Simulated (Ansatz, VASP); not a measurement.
## One calculation of SrAl2O2, two programs

The input INCAR:

```
SYSTEM = SrAl2O2
PREC     = Accurate       ! precision mode
ENCUT    = 520            ! plane-wave cutoff, eV
EDIFF    = 1E-6           ! SCF threshold, eV
ISMEAR   = 0              ! smearing method
SIGMA    = 0.1            ! smearing width, eV
LREAL    = .FALSE.        ! projectors in reciprocal space
LASPH    = .TRUE.         ! aspherical terms in the spheres
NELM     = 100            ! most SCF steps
ALGO     = Normal         ! electronic algorithm
ISIF     = 2              ! what is computed and relaxed
LWAVE    = .FALSE.        ! write WAVECAR
LCHARG   = .FALSE.        ! write CHGCAR
GGA      = PE             ! functional
NBANDS   = 22             ! bands
```

The input KPOINTS:

```
Automatic mesh
0
G
  6 6 6
  0 0 0
```

The input POSCAR:

```
SrAl2O2
1.0
   -1.8970563500      1.8970563500      4.7761743300
    1.8970563500     -1.8970563500      4.7761743300
    1.8970563500      1.8970563500     -4.7761743300
Sr Al O
1 2 2
Direct
    0.0000000000      0.0000000000      0.0000000000
    0.7500000000      0.2500000000      0.5000000000
    0.2500000000      0.7500000000      0.5000000000
    0.3595436200      0.3595436200      0.0000000000
    0.6404563800      0.6404563800      0.0000000000
```

Input for Ansatz:

```yaml
crystal:
  lattice:
    - [-1.89705635, 1.89705635, 4.77617433]
    - [1.89705635, -1.89705635, 4.77617433]
    - [1.89705635, 1.89705635, -4.77617433]
  atoms:
    - { symbol: Sr, position: [0.0, 0.0, 0.0] }
    - { symbol: Al, position: [0.75, 0.25, 0.5] }
    - { symbol: Al, position: [0.25, 0.75, 0.5] }
    - { symbol: O, position: [0.35954362, 0.35954362, 0.0] }
    - { symbol: O, position: [0.64045638, 0.64045638, 0.0] }
basis:
  ecutwfc: 420
kpoints:
  mp_grid: { grid: [6, 6, 6] }
hamiltonian:
  xc: pbe
scf:
  occupations: { method: gaussian, width: 0.1 }
  lower_state_search: "off"
output:
  forces: true
  stress: true
  eigenvalues: true
```

Change from the starting cell: species swapped into the LaCo2As2 type (I4/mmm, No. 139).

Alike in both runs: task single point; functional PBE; k mesh 6 × 6 × 6; occupations gaussian, width 0.1 eV; no spin polarisation.

|  | VASP | Ansatz |
| --- | --- | --- |
| version | VASP 6.6.1 | Ansatz 0.2.0 |
| potentials or method | VASP PAW PBE potentials, release 64 (Sr_sv, Al, O), cutoff 520 eV | scalar-relativistic, plane waves, PAW |
| valence electrons in the cell | 28 | 28 |

|  | VASP | Ansatz | Ansatz less VASP |
| --- | --- | --- | --- |
| gap on the k mesh at the Fermi level (eV) | none | none | - |
| pressure (GPa) | 17.3 | 17.2 | -0.08 |
| traceless stress, the component that is largest in VASP (GPa) | 13.35 | 13.29 | -0.056 |
| rms of the force components (eV/Å) | 0.186 | 0.188 | +0.0020 |

Atom by atom the forces differ by 0.002 eV/Å (rms over components). A gap of «none» marks a metal or a gap that the smearing closes. With one functional, cell and mesh, what is left measures potentials, basis and numerics.

The k mesh is coarse, so the values compare programs but aren't converged.
